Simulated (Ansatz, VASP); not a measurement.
# PbO2 in VASP and in Ansatz

```
Pb O
1.0
    -3.12091    3.12091    3.77089
     3.12091   -3.12091    3.77089
     3.12091    3.12091   -3.77089
Pb O
2 4
Direct
  0.00000 0.00000 0.00000
  0.75000 0.25000 0.50000
  0.37500 0.29035 0.41535
  0.04035 0.62500 0.91535
  0.70965 0.12500 0.08465
  0.87500 0.95965 0.58465
```

Alike in both runs: functional PBE; k mesh 6 × 6 × 6; occupations gaussian, width 0.02 eV; no spin polarisation.

Ansatz relaxed the structure, and its values are those at the end. VASP's run is a single point on that final structure, the one shown.

|  | VASP | Ansatz |
| --- | --- | --- |
| version | VASP 6.6.1 | Ansatz 0.2.0 |
| potentials or method | VASP PAW PBE potentials, release 64 (Pb_d, O), cutoff 520 eV | scalar-relativistic, plane waves, PAW |
| valence electrons in the cell | 52 | 52 |

```tsv
	VASP	Ansatz	Ansatz less VASP
gap on the k mesh at the Fermi level (eV)	0.86	0.88	+0.015
least direct gap on the mesh (eV)	0.86	0.88	+0.015
pressure (GPa)	0.1	0.0	-0.14
rms of the force components (eV/Å)	0.016	0.000	-0.0164
```

The functional is the same, so the differences come from potentials, cutoffs and numerics.

Spin-orbit coupling is off throughout.
